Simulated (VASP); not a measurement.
Write the native input for VASP 6.6.1 that does the following.

```
Task                   : single point
Functional             : PBE
Potentials or basis    : VASP PAW PBE potentials, release 64 (In_d, As)
Cutoff                 : 500 eV
k mesh                 : 6 × 6 × 6
Occupations            : methfessel-paxton, width 0.05 eV
Spin                   : no spin polarisation
Dipole correction      : no
Further INCAR settings : ALGO = Normal; EDIFF = 1e-06; NBANDS = 16
```

The structure of InAs lies in POSCAR:

```
InAs
1.0
    0.0000000000      3.0545915924      3.0545915924
    3.0545915924      0.0000000000      3.0545915924
    3.0545915924      3.0545915924      0.0000000000
In As
1 1
Direct
    0.0000000000      0.0000000000      0.0000000000
    0.2500000000      0.2500000000      0.2500000000
```

The input as run:

INCAR

```
ALGO = Normal
EDIFF = 1E-6
ENCUT = 500
GGA = PE
GGA_COMPAT = F
ISIF = 2
ISMEAR = 1
LASPH = T
LCHARG = F
LREAL = F
LWAVE = F
NBANDS = 16
NELM = 120
PREC = Accurate
SIGMA = 0.05
```

KPOINTS

```
k-points
0
Gamma
  6 6 6
```

Potentials or basis: VASP PAW PBE potentials, release 64 (In_d, As).

Run with:

```bash
$ cat potpaw_PBE.64/In_d/POTCAR potpaw_PBE.64/As/POTCAR > POTCAR
$ mpirun -np 1 vasp_std > vasp.out
```

Results of the run:

```json
{"Pressure": "2.1 GPa", "Band gap on the k mesh": "zero (filled and empty bands touch)"}
```

Caveat: spin-orbit coupling is left out, which moves the levels of the heavy elements.

Run time: 10 s on 1 thread of Intel(R) Xeon(R) Platinum 8375C CPU @ 2.90GHz (Ice Lake), with other jobs on the host, peak memory 0.18 GiB.
